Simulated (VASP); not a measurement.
# Cu (C2/m) in VASP: further runs

Cu is run at these levels: PBE; tasks: single point.

Program: VASP 6.6.1. These are calculated values, not measurements. Logs are shortened: lines on timing, memory, paths and dates and some standing lists are left out, and cuts for length are marked.

## (1) The cell of the first run

The structure is monoclinic, space group C2/m (No. 12). The conventional cell has a = 4.447 Å, b = 2.567 Å, c = 4.192 Å, α = 90.00°, β = 90.00°, γ = 90.00°. Within 3.0 Å of Cu (site symmetry m) lie 12 Cu at 2.15 to 2.91 Å.

## (2) Single point, PBE (atoms displaced along a vibrational mode)

Input file INCAR:

```
SYSTEM = Cu
PREC = Accurate
ENCUT = 520
EDIFF = 1E-6
ISMEAR = 0
SIGMA = 0.15
LREAL = .FALSE.
LASPH = .TRUE.
NELM = 100
ALGO = Fast
ISIF = 2
LWAVE = .FALSE.
LCHARG = .FALSE.
GGA = PE
NBANDS = 18
```

Input file KPOINTS:

```
Automatic mesh
0
G
  21 21 10
  0 0 0
```

Input file POSCAR:

```
Cu
1.0
    2.5672412656      0.0000000000      0.0000000000
   -1.2836206328      2.2232961536      0.0000000000
    0.0000000000      0.0000000000      4.1920560930
Cu
2
Direct
    0.3675168135      0.7350336270      0.2149336753
    0.6324831865      0.2649663730      0.7850663247
```

Potentials or basis: VASP PAW PBE potentials, release 64 (Cu).

Launch:

```
cat potpaw_PBE.64/Cu/POTCAR > POTCAR
mpirun -np 1 vasp_std > vasp.out
```

OUTCAR:

```text
SYSTEM = Cu
   PREC = Accurate
   ENCUT = 520
   EDIFF = 1E-6
   ISMEAR = 0
   LREAL = .FALSE.
   LASPH = .TRUE.
   NELM = 100
   ISIF = 2
   GGA = PE

 ion  position               nearest neighbor table
   1  0.368  0.735  0.215-   2 2.15   2 2.45   2 2.45   2 2.66
   2  0.632  0.265  0.785-   1 2.15   1 2.45   1 2.45   1 2.66

  LATTYP: Found a hexagonal cell.
 ALAT       =     2.5672412656
 C/A-ratio  =     1.6329030501

  Lattice vectors:

 A1 = (   2.5672412656,   0.0000000000,   0.0000000000)
 A2 = (  -1.2836206328,   2.2232961536,   0.0000000000)
 A3 = (   0.0000000000,   0.0000000000,   4.1920560930)

Analysis of symmetry for initial positions (statically):
=====================================================================
 Subroutine PRICEL returns:
 Original cell was already a primitive cell.

 Routine SETGRP: Setting up the symmetry group for a
 hexagonal supercell.

 Subroutine GETGRP returns: Found  4 space group operations
 (whereof  4 operations were pure point group operations)
 out of a pool of 24 trial point group operations.

The static configuration has the point symmetry C_2h.

Analysis of symmetry for dynamics (positions and initial velocities):
=====================================================================
 Subroutine PRICEL returns:
 Original cell was already a primitive cell.

 Routine SETGRP: Setting up the symmetry group for a
 hexagonal supercell.

 Subroutine GETGRP returns: Found  4 space group operations
 (whereof  4 operations were pure point group operations)
 out of a pool of 24 trial point group operations.

The dynamic configuration has the point symmetry C_2h.

 Subroutine INISYM returns: Found  4 space group operations
 (whereof  4 operations are pure point group operations),
 and found     1 'primitive' translations

----------------------------------------------------------------------------------------

                                     Primitive cell

  volume of cell :      23.9272

  direct lattice vectors                    reciprocal lattice vectors
     2.567241266  0.000000000  0.000000000     0.389523187  0.224891317  0.000000000
    -1.283620633  2.223296154  0.000000000     0.000000000  0.449782634  0.000000000
     0.000000000  0.000000000  4.192056093     0.000000000  0.000000000  0.238546426

  length of vectors
     2.567241266  2.567241266  4.192056093     0.449782634  0.449782634  0.238546426

  position of ions in fractional coordinates (direct lattice)
     0.367516814  0.735033627  0.214933675
     0.632483186  0.264966373  0.785066325

  ion indices of the primitive-cell ions
   primitive index   ion index
                 1           1
                 2           2

----------------------------------------------------------------------------------------

 KPOINTS: Automatic mesh

Automatic generation of k-mesh.
 Grid dimensions read from file:
 generate k-points for:   21   21   10

 Generating k-lattice:

  Cartesian coordinates                     Fractional coordinates (reciprocal lattice)
     0.018548723  0.010709110  0.000000000     0.047619048  0.000000000  0.000000000
     0.000000000  0.021418221  0.000000000     0.000000000  0.047619048  0.000000000
     0.000000000  0.000000000  0.023854643     0.000000000  0.000000000  0.100000000

  Length of vectors
     0.021418221  0.021418221  0.023854643

  Shift w.r.t. Gamma in fractional coordinates (k-lattice)
     0.000000000  0.000000000  0.000000000

 Subroutine IBZKPT returns following result:
 ===========================================

 Found   1166 irreducible k-points:

 Following reciprocal coordinates:
            Coordinates               Weight
  0.000000  0.000000  0.000000      1.000000
  0.047619  0.000000  0.000000      4.000000
  0.000000  0.047619  0.000000      2.000000
  0.095238  0.000000  0.000000      4.000000
  0.000000  0.095238  0.000000      2.000000
  0.142857  0.000000  0.000000      4.000000
[... 16 lines left out ...]
 -0.095238  0.047619  0.000000      2.000000
  0.095238  0.047619  0.000000      4.000000
 [... further k-points ...]
   k-points           NKPTS =   1166   k-points in BZ     NKDIM =   1166   number of bands    NBANDS=     18
   number of dos      NEDOS =    301   number of ions     NIONS =      2
   total plane-waves  NPLWV =  12800
   dimension x,y,z NGX =    20 NGY =   20 NGZ =   32
   dimension x,y,z NGXF=    40 NGYF=   40 NGZF=   64
   ions per type =               2
   NGX,Y,Z   is equivalent  to a cutoff of  12.95, 12.95, 12.69 a.u.
   NGXF,Y,Z  is equivalent  to a cutoff of  25.90, 25.90, 25.38 a.u.
 SYSTEM =  Cu
   PREC   = accura    normal or accurate (medium, high low for compatibility)
   ISTART =      0    job   : 0-new  1-cont  2-samecut
   ICHARG =      2    charge: 1-file 2-atom 10-const
   ISPIN  =      1    spin polarized calculation?
   LNONCOLLINEAR =      F non collinear calculations
   LSORBIT =      F    spin-orbit coupling
   LASPH  =      T    aspherical Exc in radial PAW
   ENCUT  =  520.0 eV  38.22 Ry    6.18 a.u.   4.77  4.77  7.79*2*pi/ulx,y,z
   NELM   =    100;   NELMIN=  2; NELMDL= -5     # of ELM steps
   EDIFF  = 0.1E-05   stopping-criterion for ELM
   LREAL  =      F    real-space projection
   EDIFFG = 0.1E-04   stopping-criterion for IOM
   NSW    =      0    number of steps for IOM
   IBRION =     -1    ionic relax: 0-MD 1-quasi-New 2-CG
   NFREE  =      0    steps in history (QN), initial steepest desc. (CG)
   ISIF   =      2    stress and relaxation
   ISYM   =      2    0-nonsym 1-usesym 2-fastsym
   POTIM  = 0.5000    time-step for ionic-motion
   TEBEG  =    0.0;   TEEND  =   0.0 temperature during run
   PSTRESS=    0.0 pullay stress
   NELECT =      22.0000    total number of electrons
   NUPDOWN=      -1.0000    fix difference up-down
   EMIN   =  10.00;   EMAX   =-10.00  energy-range for DOS
   EFERMI =   0.00;   METHOD = LEGACY
   ISMEAR =     0;   SIGMA  =   0.15  broadening in eV -4-tet -1-fermi 0-gaus
   EFERMI_NEDOS =   21; number of points for ismear=-14 and -15
   IALGO  =     68    algorithm
   IMIX   =      4    mixing-type and parameters
     AMIX     =   0.40;   BMIX     =  1.00
     AMIX_MAG =   1.60;   BMIX_MAG =  1.00
  volume/ion in A,a.u.               =      11.96        80.73
  Fermi-wavevector in a.u.,A,eV,Ry     =   1.591911  3.008275 34.479607  2.534180
  Thomas-Fermi vector in A             =   2.690378
   LORBIT       =      0    0 simple, 1 ext, 2 COOP (PROOUT), +10 PAW based schemes
   GGA     = PE    functional components
   LHFCALC =     F    Hartree Fock is set to
   AEXX    =    0.0000 exact exchange contribution
   IVDW    =     0    specifies the selected vdW correction
   LEPSILON=     F    determine dielectric tensor
   LRPA    =     F    only Hartree local field effects (RPA)
 non-spin polarized calculation
 RMM-DIIS sequential band-by-band and
 Gauss-broadening in eV      SIGMA  =   0.15
  energy-cutoff  :      520.00
  volume of cell :       23.93
 maximum number of plane-waves:       664
   NGX =  9   NGY =  9   NGZ = 15

 number of electron      22.0000005 magnetization

 Free energy of the ion-electron system (eV)
  ---------------------------------------------------
  ext. energy  EPLUGINS =         0.00000000
  ---------------------------------------------------
  free energy    TOTEN  =        -6.98336138 eV

  energy without entropy =       -6.97570459  energy(sigma->0) =       -6.97953298

 E-fermi :   7.4694     XC(G=0): -12.5989

 val. band max:        7.4686787654   @ k =  -0.3333  -0.1905   0.1000
 cond. band min:       7.4707118417   @ k =  -0.4762  -0.2857   0.1000
 fundamental gap:      0.0020330763
 Fermi energy:         7.4694365728

 k-point     1 :       0.0000    0.0000    0.0000
  band No.  band energies     occupation
      1      -1.8838      2.00000
      2       2.2772      2.00000
      3       4.0187      2.00000
      4       4.3622      2.00000
      5       4.3704      2.00000
      6       4.4098      2.00000
[... 10 lines left out ...]
     17      29.7960      0.00000
     18      29.9913      0.00000

 k-point     2 :       0.0476    0.0000    0.0000
  band No.  band energies     occupation
      1      -1.8114      2.00000
      2       2.3170      2.00000
      3       4.0099      2.00000
      4       4.3408      2.00000
      5       4.3800      2.00000
      6       4.4182      2.00000
[... 10 lines left out ...]
     17      31.0395      0.00000
     18      32.0756      0.00000

 k-point     3 :       0.0000    0.0476    0.0000
  band No.  band energies     occupation
      1      -1.8109      2.00000
      2       2.3205      2.00000
      3       4.0096      2.00000
      4       4.3364      2.00000
      5       4.3813      2.00000
      6       4.4328      2.00000
[... 10 lines left out ...]
     17      30.5868      0.00000
     18      31.4325      0.00000

 k-point     4 :       0.0952    0.0000    0.0000
  band No.  band energies     occupation
      1      -1.5960      2.00000
      2       2.4304      2.00000
      3       3.9681      2.00000
      4       4.2983      2.00000
      5       4.3694      2.00000
      6       4.4756      2.00000
[... 375 lines left out ...]
      4       4.2900      2.00000
      5       4.4190      2.00000
      6       4.4430      2.00000
[... 10 lines left out ...]
     17      30.1950      0.00000
     18      32.1028      0.00000

 k-point    23 :      -0.0952    0.0476    0.0000
  band No.  band energies     occupation
      1      -1.6681      2.00000
      2       2.3909      2.00000
      3       3.9800      2.00000
      4       4.3182      2.00000
      5       4.3402      2.00000
      6       4.4845      2.00000
[... 10 lines left out ...]
     17      31.8885      0.00000
     18      32.4893      0.00000

 k-point    24 :       0.0952    0.0476    0.0000
  band No.  band energies     occupation
      1      -1.3815      2.00000
      2       2.5443      2.00000
      3       3.9305      2.00000
      4       4.2390      2.00000
      5       4.4225      2.00000
      6       4.4703      2.00000
[... 10 lines left out ...]
     17      31.2238      0.00000
     18      31.4138      0.00000

 [... further k-points ...]

------------------------ aborting loop because EDIFF is reached ----------------------------------------

  FORCE on cell =-STRESS in cart. coord.  units (eV):
  Direction    XX          YY          ZZ          XY          YZ          ZX
  --------------------------------------------------------------------------------------
  -------------------------------------------------------------------------------------
  Total        0.1559398      1.6297353      3.1358135      0.0000000     -1.4317037      0.0000000
  in kB       10.4418263    109.1280968    209.9760281      0.0000000    -95.8677767      0.0000000
  external PRESSURE =     109.8486504 kB  Pullay stress =       0.0000000 kB

 VOLUME and BASIS-vectors are now :
 -----------------------------------------------------------------------------
  energy-cutoff  :      520.00
  volume of cell :       23.93
      direct lattice vectors                 reciprocal lattice vectors
     2.567241266  0.000000000  0.000000000     0.389523187  0.224891317  0.000000000
    -1.283620633  2.223296154  0.000000000     0.000000000  0.449782634  0.000000000
     0.000000000  0.000000000  4.192056093     0.000000000  0.000000000  0.238546426

 POSITION                                       TOTAL-FORCE (eV/Angst)
 -----------------------------------------------------------------------------------
      0.00000      1.63420      0.90101         0.000000     -0.984813      2.821069
      1.28362      0.58910      3.29104         0.000000      0.984813     -2.821069
 -----------------------------------------------------------------------------------
    total drift:                                0.000000      0.000000     -0.000000

  FREE ENERGIE OF THE ION-ELECTRON SYSTEM (eV)
  ---------------------------------------------------
  free  energy   TOTEN  =        -6.9833613814 eV

  energy  without entropy=       -6.9757045867  energy(sigma->0) =       -6.97953298
```

Run time: 7.1 min. Hardware: 1 thread of Intel Xeon Platinum 8259CL at 2.50GHz (Skylake/Cascade Lake), shared host; peak memory 0.48 GiB.

What came out:

```yaml
Free_energy: -6.9834 eV
Pressure: 11.0 GPa
Largest_force: 2.988 eV/Å
Band_gap_on_the_k_mesh: zero (bands 11 and 12 overlap by 5.71 eV)
```

Forces on the atoms (eV/Å):
```
Cu   0.000 -0.985  2.821
Cu   0.000  0.985 -2.821
```

Stress tensor (GPa, compression positive):
```
 1.04  0.00  0.00
 0.00 10.91 -9.59
 0.00 -9.59 21.00
```

Caveat: the cell differs from its parent crystal (atoms displaced along a vibrational mode); the cell stands under pressure; forces of over 1 eV/Å act on the atoms, so gaps and moduli don't describe the material at rest.

## (3) Single point, PBE (atoms displaced along a vibrational mode)

Input file INCAR:

```
SYSTEM = Cu
  PREC = Accurate
  ENCUT = 520
  EDIFF = 1E-6
  ISMEAR = 0
  SIGMA = 0.15
  LREAL = .False.
  LASPH = .True.
  NELM = 100
  ALGO = Fast
  ISIF = 2
  LWAVE = .False.
  LCHARG = .False.
  GGA = PE
  NBANDS = 18
```

Input file KPOINTS:

```
regular mesh
0
Gamma
  21 21 10
  0 0 0
```

Input file POSCAR:

```
Cu
1.0
    2.5672412656      0.0000000000      0.0000000000
   -1.2836206328      2.2232961536      0.0000000000
    0.0000000000      0.0000000000      4.1920560930
Cu
2
Direct
    0.3504250734      0.7008501468      0.2324668377
    0.6495749266      0.2991498532      0.7675331623
```

Potentials or basis: VASP PAW PBE potentials, release 64 (Cu).

Launch:

```
cat potpaw_PBE.64/Cu/POTCAR > POTCAR
mpirun -np 1 vasp_std > vasp.out
```

It took 5.9 min on 1 thread of Intel Xeon Platinum 8259CL at 2.50GHz (Skylake/Cascade Lake), shared host; peak memory 0.48 GiB.

Results (log left out):

```
Free energy            : -7.3465 eV
Pressure               : 2.9 GPa
Largest force          : 1.142 eV/Å
Band gap on the k mesh : zero (bands 11 and 12 overlap by 5.86 eV)
```

Forces on the atoms (eV/Å):
```
Cu   0.000 -0.281  1.106
Cu   0.000  0.281 -1.106
```

Stress tensor (GPa, compression positive):
```
-0.25  0.00  0.00
 0.00  3.12 -1.88
 0.00 -1.88  5.71
```

Levels at points of the mesh, in eV from the Fermi level:
```csv
k point,band 9,band 10,band 11,band 12,band 13,band 14
"(0.00, 0.00, 0.00)",-2.28,-1.86,-1.61,-0.90,3.61,20.84
"(0.00, 0.00, 0.50)",-2.14,-1.97,-1.85,-1.85,11.47,13.21
```

Caveat: the cell differs from its parent crystal (atoms displaced along a vibrational mode); forces of over 1 eV/Å act on the atoms, so gaps and moduli don't describe the material at rest.
